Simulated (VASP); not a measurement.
Runs of VASP 6.6.1 on NiO. The structure is that of space group Fm-3m (No. 225), or close to it. The cells are those of the table. 

```csv
cell,gap on the mesh (eV),pressure (GPa),moment (μB)
"a = 3.017 Å, angles 60.0°, 2 atoms",0.94,-10.6,2.00
"a = 2.930 Å, angles 60.0°, 2 atoms",0.66,(b),2.00
"a = 2.989 Å, angles 60.0°, 2 atoms",(a),-5.5,2.00
"a = 2.900 Å, angles 60.0°, 2 atoms",0.55,15.7,2.00
"a = 2.960 Å, angles 60.0°, 2 atoms",0.77,0.5,2.00
```

Alike in all rows: task single point; level r2SCAN; potentials or basis VASP PAW PBE potentials, release 64 (Ni, O); spin collinear, ferromagnetic start; k mesh 11 × 11 × 11; cutoff (eV) 520; smearing fermi-dirac 0.1 eV.

Problem. Fill in the values left out.

Solution. (a) 0.86; (b) 7.6.

Caveats: the PAW data sets were made with another functional, which shifts forces and pressure a little; a cell with one magnetic atom can't hold antiferromagnetic order, which such compounds often take.

A k mesh can miss the band edges.
